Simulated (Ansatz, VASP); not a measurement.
P in VASP and in Ansatz

File POSCAR:

```
P
1.0
    1.6477431241     -5.4650377251      0.0000000000
    1.6477431241      5.4650377251      0.0000000000
    0.0000000000      0.0000000000      4.5436355900
P
4
Direct
    0.9041431300      0.0958568700      0.5888151700
    0.0958568700      0.9041431300      0.4111848300
    0.5958568700      0.4041431300      0.0888151700
    0.4041431300      0.5958568700      0.9111848300
```

The input INCAR.step1:

```
PREC = Accurate ; ENCUT = 520
ISMEAR = -1 ; SIGMA = 0.05
LREAL = False ; LASPH = True
NELM = 60 ; NBANDS = 18
GGA = PE ; ALGO = Normal
EDIFF = 1E-4 ; LWAVE = True
LCHARG = False
```

The input INCAR.step2:

```
PREC = Accurate ; ENCUT = 520
EDIFF = 1E-6 ; ISMEAR = -1
SIGMA = 0.05 ; LREAL = False
LASPH = True ; NELM = 60
ALGO = Normal ; ISIF = 2
LWAVE = False ; LCHARG = False
METAGGA = R2SCAN ; LMIXTAU = True
LUSE_VDW = True ; IVDW_NL = 2
BPARAM = 11.95 ; CPARAM = 0.0093
NBANDS = 18 ; ISTART = 1
```

File KPOINTS:

```
regular mesh
0
Gamma
  8 8 6
```

File input.yaml:

```yaml
crystal:
  lattice:
    - [1.6477431241, -5.4650377251, 0.0]
    - [1.6477431241, 5.4650377251, 0.0]
    - [0.0, 0.0, 4.54363559]
  atoms:
    - { symbol: P, position: [0.90414313, 0.09585687, 0.58881517] }
    - { symbol: P, position: [0.09585687, 0.90414313, 0.41118483] }
    - { symbol: P, position: [0.59585687, 0.40414313, 0.08881517] }
    - { symbol: P, position: [0.40414313, 0.59585687, 0.91118483] }
hamiltonian:
  xc: r2scan
  pseudopotentials: { kind: paw }
  dispersion: rvv10
kpoints:
  mp_grid: { grid: [8, 8, 6] }
scf:
  occupations: { method: fermi_dirac, width: 0.05 }
output:
  forces: true
  stress: true
  eigenvalues: true
```

Alike in both runs: task single point; functional r2SCAN; dispersion rVV10; k mesh 8 × 8 × 6; occupations fermi-dirac, width 0.05 eV; no spin polarisation.

|  | VASP | Ansatz |
| --- | --- | --- |
| version | VASP 6.6.1 | Ansatz 0.2.0 |
| potentials or method | VASP PAW PBE potentials, release 64 (P) | Ansatz PAW |
| plane-wave cutoff (eV) | 520 | 500 |
| valence electrons in the cell | 20 | 20 |

|  | VASP | Ansatz | Ansatz less VASP |
| --- | --- | --- | --- |
| gap on the k mesh at the Fermi level (eV) | 0.23 | 0.21 | -0.021 |
| least direct gap on the mesh (eV) | 0.23 | 0.21 | -0.021 |
| pressure (GPa) | -0.6 | 0.0 | +0.60 |
| rms of the force components (eV/Å) | 0.028 | 0.081 | +0.0531 |

VASP's potentials were made for PBE, not for r2SCAN. Atom by atom the forces differ by 0.053 eV/Å (rms over components).
